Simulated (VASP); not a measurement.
# BiP (P6_3mc) in VASP: settings compared

BiP is run at these levels: PBE, PBEsol; tasks: single point.

Program: VASP 6.6.1. These are calculated values, not measurements. Logs are shortened: lines on timing, memory, paths and dates and some standing lists are left out, and cuts for length are marked.

## 1. The cell of the first run

The structure is hexagonal, space group P6_3mc (No. 186). The conventional cell has a = 4.905 Å, b = 4.905 Å, c = 6.174 Å, α = 90.00°, β = 90.00°, γ = 120.00°. Within 3.6 Å of Bi (site symmetry 3m) lie 5 P at 2.71 to 3.47 Å. P (site symmetry 3m) has 5 Bi at 2.71 to 3.47 Å within 3.6 Å.

## 2. Single point, PBE

The input, INCAR:

```
PREC = Accurate
ENCUT = 520
EDIFF = 1E-6
ISMEAR = 0
SIGMA = 0.05
LREAL = F
LASPH = T
NELM = 100
ALGO = Normal
ISIF = 2
LWAVE = F
LCHARG = F
GGA = PE
NBANDS = 28
```

The input, KPOINTS:

```
Automatic mesh
0
Gamma
  8 8 6
```

The input, POSCAR:

```
BiP
1.0
    4.9048130777      0.0000000000      0.0000000000
   -2.4524065388      4.2476927261      0.0000000000
    0.0000000000      0.0000000000      6.1737119889
Bi P
2 2
Direct
    0.6666666667      0.3333333333      0.0317686379
    0.3333333333      0.6666666667      0.5317686379
    0.6666666667      0.3333333333      0.5934313621
    0.3333333333      0.6666666667      0.0934313621
```

Potentials or basis: VASP PAW PBE potentials, release 64 (Bi_d, P).

Started as:

```bash
$ cat potpaw_PBE.64/Bi_d/POTCAR potpaw_PBE.64/P/POTCAR > POTCAR
$ mpirun -np 1 vasp_std > vasp.out
```

OUTCAR:

```text
PREC = Accurate
   ENCUT = 520
   EDIFF = 1E-6
   ISMEAR = 0
   LREAL = F
   LASPH = T
   NELM = 100
   ISIF = 2
   GGA = PE

 ion  position               nearest neighbor table
   1  0.667  0.333  0.032-   3 2.71   4 2.86   4 2.86   4 2.86
   2  0.333  0.667  0.532-   4 2.71   3 2.86   3 2.86   3 2.86
   3  0.667  0.333  0.593-   1 2.71   2 2.86   2 2.86   2 2.86
   4  0.333  0.667  0.093-   2 2.71   1 2.86   1 2.86   1 2.86

  LATTYP: Found a hexagonal cell.
 ALAT       =     4.9048130777
 C/A-ratio  =     1.2587048459

  Lattice vectors:

 A1 = (   4.9048130777,   0.0000000000,   0.0000000000)
 A2 = (  -2.4524065388,   4.2476927261,   0.0000000000)
 A3 = (   0.0000000000,   0.0000000000,   6.1737119889)

Analysis of symmetry for initial positions (statically):
=====================================================================
 Subroutine PRICEL returns:
 Original cell was already a primitive cell.

 Routine SETGRP: Setting up the symmetry group for a
 hexagonal supercell.

 Subroutine GETGRP returns: Found 12 space group operations
 (whereof  6 operations were pure point group operations)
 out of a pool of 24 trial point group operations.

The static configuration has the point symmetry C_3v.
 The point group associated with its full space group is C_6v.

Analysis of symmetry for dynamics (positions and initial velocities):
=====================================================================
 Subroutine PRICEL returns:
 Original cell was already a primitive cell.

 Routine SETGRP: Setting up the symmetry group for a
 hexagonal supercell.

 Subroutine GETGRP returns: Found 12 space group operations
 (whereof  6 operations were pure point group operations)
 out of a pool of 24 trial point group operations.

The dynamic configuration has the point symmetry C_3v.
 The point group associated with its full space group is C_6v.

 Subroutine INISYM returns: Found 12 space group operations
 (whereof  6 operations are pure point group operations),
 and found     1 'primitive' translations

----------------------------------------------------------------------------------------

                                     Primitive cell

  volume of cell :     128.6240

  direct lattice vectors                    reciprocal lattice vectors
     4.904813078  0.000000000  0.000000000     0.203881368  0.117710963  0.000000000
    -2.452406539  4.247692726  0.000000000     0.000000000  0.235421925  0.000000000
     0.000000000  0.000000000  6.173711989     0.000000000  0.000000000  0.161977106

  length of vectors
     4.904813078  4.904813078  6.173711989     0.235421925  0.235421925  0.161977106

  position of ions in fractional coordinates (direct lattice)
     0.666666667  0.333333333  0.031768638
     0.333333333  0.666666667  0.531768638
     0.666666667  0.333333333  0.593431362
     0.333333333  0.666666667  0.093431362

  ion indices of the primitive-cell ions
   primitive index   ion index
                 1           1
                 2           2
                 3           3
                 4           4

----------------------------------------------------------------------------------------

 KPOINTS: Automatic mesh

Automatic generation of k-mesh.
 Grid dimensions read from file:
 generate k-points for:    8    8    6

 Generating k-lattice:

  Cartesian coordinates                     Fractional coordinates (reciprocal lattice)
     0.025485171  0.014713870  0.000000000     0.125000000  0.000000000  0.000000000
     0.000000000  0.029427741  0.000000000     0.000000000  0.125000000  0.000000000
     0.000000000  0.000000000  0.026996184     0.000000000  0.000000000  0.166666667

  Length of vectors
     0.029427741  0.029427741  0.026996184

  Shift w.r.t. Gamma in fractional coordinates (k-lattice)
     0.000000000  0.000000000  0.000000000

 Subroutine IBZKPT returns following result:
 ===========================================

 Found     40 irreducible k-points:

 Following reciprocal coordinates:
            Coordinates               Weight
  0.000000  0.000000  0.000000      1.000000
  0.125000  0.000000  0.000000      6.000000
  0.250000  0.000000  0.000000      6.000000
  0.375000  0.000000  0.000000      6.000000
  0.500000  0.000000  0.000000      3.000000
  0.125000  0.125000  0.000000      6.000000
[... 16 lines left out ...]
  0.250000  0.000000  0.333333     12.000000
  0.375000  0.000000  0.333333     12.000000
 [... further k-points ...]
   k-points           NKPTS =     40   k-points in BZ     NKDIM =     40   number of bands    NBANDS=     28
   number of dos      NEDOS =    301   number of ions     NIONS =      4
   total plane-waves  NPLWV =  62208
   dimension x,y,z NGX =    36 NGY =   36 NGZ =   48
   dimension x,y,z NGXF=    72 NGYF=   72 NGZF=   96
   ions per type =               2   2
   NGX,Y,Z   is equivalent  to a cutoff of  12.20, 12.20, 12.93 a.u.
   NGXF,Y,Z  is equivalent  to a cutoff of  24.40, 24.40, 25.85 a.u.
 SYSTEM =  unknown system
   PREC   = accura    normal or accurate (medium, high low for compatibility)
   ISTART =      0    job   : 0-new  1-cont  2-samecut
   ICHARG =      2    charge: 1-file 2-atom 10-const
   ISPIN  =      1    spin polarized calculation?
   LNONCOLLINEAR =      F non collinear calculations
   LSORBIT =      F    spin-orbit coupling
   LASPH  =      T    aspherical Exc in radial PAW
   ENCUT  =  520.0 eV  38.22 Ry    6.18 a.u.   9.12  9.12 11.48*2*pi/ulx,y,z
   NELM   =    100;   NELMIN=  2; NELMDL= -5     # of ELM steps
   EDIFF  = 0.1E-05   stopping-criterion for ELM
   LREAL  =      F    real-space projection
   EDIFFG = 0.1E-04   stopping-criterion for IOM
   NSW    =      0    number of steps for IOM
   IBRION =     -1    ionic relax: 0-MD 1-quasi-New 2-CG
   NFREE  =      0    steps in history (QN), initial steepest desc. (CG)
   ISIF   =      2    stress and relaxation
   ISYM   =      2    0-nonsym 1-usesym 2-fastsym
   POTIM  = 0.5000    time-step for ionic-motion
   TEBEG  =    0.0;   TEEND  =   0.0 temperature during run
   PSTRESS=    0.0 pullay stress
   NELECT =      40.0000    total number of electrons
   NUPDOWN=      -1.0000    fix difference up-down
   EMIN   =  10.00;   EMAX   =-10.00  energy-range for DOS
   EFERMI =   0.00;   METHOD = LEGACY
   ISMEAR =     0;   SIGMA  =   0.05  broadening in eV -4-tet -1-fermi 0-gaus
   EFERMI_NEDOS =   21; number of points for ismear=-14 and -15
   IALGO  =     38    algorithm
   IMIX   =      4    mixing-type and parameters
     AMIX     =   0.40;   BMIX     =  1.00
     AMIX_MAG =   1.60;   BMIX_MAG =  1.00
  volume/ion in A,a.u.               =      32.16       217.00
  Fermi-wavevector in a.u.,A,eV,Ry     =   1.109143  2.095976 16.737861  1.230198
  Thomas-Fermi vector in A             =   2.245679
   LORBIT       =      0    0 simple, 1 ext, 2 COOP (PROOUT), +10 PAW based schemes
   GGA     = PE    functional components
   LHFCALC =     F    Hartree Fock is set to
   AEXX    =    0.0000 exact exchange contribution
   IVDW    =     0    specifies the selected vdW correction
   LEPSILON=     F    determine dielectric tensor
   LRPA    =     F    only Hartree local field effects (RPA)
 non-spin polarized calculation
 Gauss-broadening in eV      SIGMA  =   0.05
  energy-cutoff  :      520.00
  volume of cell :      128.62
 maximum number of plane-waves:      3486
   NGX = 19   NGY = 19   NGZ = 23

 number of electron      40.0000000 magnetization

 Free energy of the ion-electron system (eV)
  ---------------------------------------------------
  ext. energy  EPLUGINS =         0.00000000
  ---------------------------------------------------
  free energy    TOTEN  =       -17.74708553 eV

  energy without entropy =      -17.74705677  energy(sigma->0) =      -17.74707115

 E-fermi :   5.0551     XC(G=0):  -8.6946

 val. band max:        4.9618413683   @ k =   0.3750   0.2500   0.0000
 cond. band min:       5.1484950448   @ k =   0.0000   0.0000   0.0000
 fundamental gap:      0.1866536765
 Fermi energy:         5.0550573237

 k-point     1 :       0.0000    0.0000    0.0000
  band No.  band energies     occupation
      1     -18.2922      2.00000
      2     -18.2857      2.00000
      3     -18.2857      2.00000
      4     -18.2850      2.00000
      5     -18.2850      2.00000
      6     -18.2721      2.00000
[... 20 lines left out ...]
     27      10.1232      0.00000
     28      10.1232      0.00000

 k-point     2 :       0.1250    0.0000    0.0000
  band No.  band energies     occupation
      1     -18.2938      2.00000
      2     -18.2865      2.00000
      3     -18.2855      2.00000
      4     -18.2839      2.00000
      5     -18.2825      2.00000
      6     -18.2722      2.00000
[... 20 lines left out ...]
     27       9.9497      0.00000
     28      10.2089      0.00000

 k-point     3 :       0.2500    0.0000    0.0000
  band No.  band energies     occupation
      1     -18.2964      2.00000
      2     -18.2879      2.00000
      3     -18.2844      2.00000
      4     -18.2819      2.00000
      5     -18.2782      2.00000
      6     -18.2730      2.00000
[... 20 lines left out ...]
     27       9.7360      0.00000
     28      10.3844      0.00000

 k-point     4 :       0.3750    0.0000    0.0000
  band No.  band energies     occupation
      1     -18.2982      2.00000
      2     -18.2890      2.00000
      3     -18.2831      2.00000
      4     -18.2805      2.00000
      5     -18.2743      2.00000
      6     -18.2733      2.00000
[... 20 lines left out ...]
     27       9.8430      0.00000
     28      10.1024      0.00000

 k-point     5 :       0.5000    0.0000    0.0000
  band No.  band energies     occupation
      1     -18.2989      2.00000
      2     -18.2894      2.00000
      3     -18.2825      2.00000
      4     -18.2802      2.00000
      5     -18.2733      2.00000
      6     -18.2721      2.00000
[... 20 lines left out ...]
     27       9.7552      0.00000
     28      10.1457      0.00000

 k-point     6 :       0.1250    0.1250    0.0000
  band No.  band energies     occupation
      1     -18.2955      2.00000
      2     -18.2883      2.00000
      3     -18.2836      2.00000
      4     -18.2832      2.00000
      5     -18.2793      2.00000
      6     -18.2729      2.00000
[... 463 lines left out ...]
      5     -18.2864      2.00000
      6     -18.2764      2.00000
[... 20 lines left out ...]
     27       9.5357      0.00000
     28      10.8440      0.00000

 k-point    22 :       0.1250    0.0000    0.3333
  band No.  band energies     occupation
      1     -18.2901      2.00000
      2     -18.2879      2.00000
      3     -18.2873      2.00000
      4     -18.2860      2.00000
      5     -18.2827      2.00000
      6     -18.2766      2.00000
[... 20 lines left out ...]
     27       9.9476      0.00000
     28      11.1519      0.00000

 k-point    23 :       0.2500    0.0000    0.3333
  band No.  band energies     occupation
      1     -18.2924      2.00000
      2     -18.2878      2.00000
      3     -18.2854      2.00000
      4     -18.2838      2.00000
      5     -18.2790      2.00000
      6     -18.2769      2.00000
[... 20 lines left out ...]
     27      10.5888      0.00000
     28      10.9157      0.00000

 k-point    24 :       0.3750    0.0000    0.3333
  band No.  band energies     occupation
      1     -18.2934      2.00000
      2     -18.2880      2.00000
      3     -18.2833      2.00000
      4     -18.2819      2.00000
      5     -18.2771      2.00000
      6     -18.2766      2.00000
[... 20 lines left out ...]
     27      10.5230      0.00000
     28      10.9126      0.00000

 [... further k-points ...]

------------------------ aborting loop because EDIFF is reached ----------------------------------------

  FORCE on cell =-STRESS in cart. coord.  units (eV):
  Direction    XX          YY          ZZ          XY          YZ          ZX
  --------------------------------------------------------------------------------------
  -------------------------------------------------------------------------------------
  Total       -0.0353103     -0.0353103     -0.0357608     -0.0000000     -0.0000000      0.0000000
  in kB       -0.4398355     -0.4398355     -0.4454467     -0.0000000     -0.0000000      0.0000000
  external PRESSURE =      -0.4417059 kB  Pullay stress =       0.0000000 kB

 VOLUME and BASIS-vectors are now :
 -----------------------------------------------------------------------------
  energy-cutoff  :      520.00
  volume of cell :      128.62
      direct lattice vectors                 reciprocal lattice vectors
     4.904813078  0.000000000  0.000000000     0.203881368  0.117710963  0.000000000
    -2.452406539  4.247692726  0.000000000     0.000000000  0.235421925  0.000000000
     0.000000000  0.000000000  6.173711989     0.000000000  0.000000000  0.161977106

 POSITION                                       TOTAL-FORCE (eV/Angst)
 -----------------------------------------------------------------------------------
      2.45241      1.41590      0.19613         0.000000     -0.000000     -0.000611
     -0.00000      2.83180      3.28299        -0.000000     -0.000000     -0.000611
      2.45241      1.41590      3.66367        -0.000000      0.000000      0.000611
     -0.00000      2.83180      0.57682         0.000000     -0.000000      0.000611
 -----------------------------------------------------------------------------------
    total drift:                                0.000000     -0.000000      0.001144

  FREE ENERGIE OF THE ION-ELECTRON SYSTEM (eV)
  ---------------------------------------------------
  free  energy   TOTEN  =       -17.7470855263 eV

  energy  without entropy=      -17.7470567661  energy(sigma->0) =      -17.74707115
```

Wall time 93 s (1 thread of AMD EPYC 7R13 (Zen 3), shared host); peak memory 0.27 GiB.

Results:

```yaml
Free_energy: -17.7471 eV
Pressure: 0.0 GPa
Band_gap_on_the_k_mesh: 0.19 eV (least direct gap 1.10 eV)
```

Caveat: spin-orbit coupling is left out, which moves the levels of the heavy elements. A k mesh can miss the band edges.

## 3. Single point, PBEsol

The input, INCAR:

```
PREC = Accurate ; ENCUT = 520
EDIFF = 1E-6 ; ISMEAR = 0
SIGMA = 0.05 ; LREAL = False
LASPH = True ; NELM = 60
ALGO = Normal ; ISIF = 2
LWAVE = False ; LCHARG = False
GGA = PS ; NBANDS = 28
```

The input, KPOINTS:

```
regular mesh
0
Gamma
  8 8 6
```

POSCAR is that of step 2.

Potentials or basis: VASP PAW PBE potentials, release 64 (Bi_d, P).

Started as:

```bash
$ cat potpaw_PBE.64/Bi_d/POTCAR potpaw_PBE.64/P/POTCAR > POTCAR
$ mpirun -np 1 vasp_std > vasp.out
```

OUTCAR:

```text
PREC = Accurate
   ENCUT = 520
   EDIFF = 1E-6
   ISMEAR = 0
   LREAL = False
   LASPH = True
   NELM = 60
   ISIF = 2
   GGA = PS

 ion  position               nearest neighbor table
   1  0.667  0.333  0.032-   3 2.71   4 2.86   4 2.86   4 2.86
   2  0.333  0.667  0.532-   4 2.71   3 2.86   3 2.86   3 2.86
   3  0.667  0.333  0.593-   1 2.71   2 2.86   2 2.86   2 2.86
   4  0.333  0.667  0.093-   2 2.71   1 2.86   1 2.86   1 2.86

  LATTYP: Found a hexagonal cell.
 ALAT       =     4.9048130777
 C/A-ratio  =     1.2587048459

  Lattice vectors:

 A1 = (   4.9048130777,   0.0000000000,   0.0000000000)
 A2 = (  -2.4524065388,   4.2476927261,   0.0000000000)
 A3 = (   0.0000000000,   0.0000000000,   6.1737119889)

Analysis of symmetry for initial positions (statically):
=====================================================================
 Subroutine PRICEL returns:
 Original cell was already a primitive cell.

 Routine SETGRP: Setting up the symmetry group for a
 hexagonal supercell.

 Subroutine GETGRP returns: Found 12 space group operations
[... 169 lines left out ...]
  energy without entropy =      -19.13444665  energy(sigma->0) =      -19.13452584

 E-fermi :   4.9099     XC(G=0):  -8.8824

 val. band max:        4.8422989397   @ k =   0.3750   0.2500   0.0000
 cond. band min:       4.9807042832   @ k =   0.1250   0.0000   0.0000
 fundamental gap:      0.1384053435
 Fermi energy:         4.9099343294

 k-point     1 :       0.0000    0.0000    0.0000
  band No.  band energies     occupation
      1     -18.3381      2.00000
      2     -18.3290      2.00000
      3     -18.3290      2.00000
      4     -18.3282      2.00000
      5     -18.3282      2.00000
      6     -18.3177      2.00000
[... 733 lines left out ...]
     27      10.2876      0.00000
     28      10.7226      0.00000

 [... further k-points ...]

------------------------ aborting loop because EDIFF is reached ----------------------------------------

  FORCE on cell =-STRESS in cart. coord.  units (eV):
  Direction    XX          YY          ZZ          XY          YZ          ZX
  --------------------------------------------------------------------------------------
  -------------------------------------------------------------------------------------
  Total       -1.5800013     -1.5800013     -1.7495895     -0.0000000     -0.0000000      0.0000000
  in kB      -19.6809521    -19.6809521    -21.7933917     -0.0000000     -0.0000000      0.0000000
  external PRESSURE =     -20.3850986 kB  Pullay stress =       0.0000000 kB

 VOLUME and BASIS-vectors are now :
 -----------------------------------------------------------------------------
  energy-cutoff  :      520.00
  volume of cell :      128.62
      direct lattice vectors                 reciprocal lattice vectors
     4.904813078  0.000000000  0.000000000     0.203881368  0.117710963  0.000000000
    -2.452406539  4.247692726  0.000000000     0.000000000  0.235421925  0.000000000
     0.000000000  0.000000000  6.173711989     0.000000000  0.000000000  0.161977106

 POSITION                                       TOTAL-FORCE (eV/Angst)
 -----------------------------------------------------------------------------------
      2.45241      1.41590      0.19613         0.000000     -0.000000     -0.034636
     -0.00000      2.83180      3.28299         0.000000      0.000000     -0.034636
      2.45241      1.41590      3.66367        -0.000000      0.000000      0.034636
     -0.00000      2.83180      0.57682         0.000000     -0.000000      0.034636
 -----------------------------------------------------------------------------------
    total drift:                                0.000000     -0.000000      0.000409

  FREE ENERGIE OF THE ION-ELECTRON SYSTEM (eV)
  ---------------------------------------------------
  free  energy   TOTEN  =       -19.1346050269 eV

  energy  without entropy=      -19.1344466456  energy(sigma->0) =      -19.13452584
```

stdout:

```text
POSCAR found type information on POSCAR BiP
 POSCAR found :  2 types and       4 ions
 scaLAPACK will be used
 -----------------------------------------------------------------------------
|                                                                             |
|                                                                             |
|     You enforced a specific xc type in the INCAR file but a different       |
|     I HOPE YOU KNOW WHAT YOU ARE DOING!                                     |
|                                                                             |
 -----------------------------------------------------------------------------

 LDA part: xc-table for (Slater+PW92), standard interpolation
 POSCAR, INCAR and KPOINTS ok, starting setup
 FFT: planning ... GRIDC
 FFT: planning ... GRID_SOFT
 FFT: planning ... GRID
 WAVECAR not read
 entering main loop
```

Run time: 94 s. Hardware: 1 thread of AMD EPYC 7R13 (Zen 3), shared host; peak memory 0.27 GiB.

What came out:

| Item | Value |
| --- | --- |
| Free energy | -19.1346 eV |
| Pressure | -2.0 GPa |
| Largest force | 0.035 eV/Å |
| Band gap on the k mesh | 0.14 eV (least direct gap 1.05 eV) |

Forces in eV/Å, atoms in the order of the input:
```
Bi   0.000  0.000 -0.035
Bi   0.000  0.000 -0.035
P    0.000  0.000  0.035
P    0.000  0.000  0.035
```

Levels at points of the mesh, in eV from the valence-band top:
```csv
k point,band 17,band 18,band 19,band 20,band 21,band 22,band 23,band 24
"(0.00, 0.00, 0.00)",-3.61,-1.91,-1.86,-1.86,0.14,0.14,2.27,2.27
"(0.50, 0.00, 0.00)",-3.49,-2.56,-2.48,-0.77,1.85,2.28,3.23,3.59
"(0.00, 0.00, 0.50)",-2.89,-2.89,-2.19,-2.19,1.01,1.01,1.01,1.01
"(0.50, 0.00, 0.50)",-2.48,-2.48,-1.36,-1.36,0.56,0.56,2.77,2.77
```

Caveat: the PAW data sets were made with another functional, which shifts forces and pressure a little; spin-orbit coupling is left out, which moves the levels of the heavy elements.
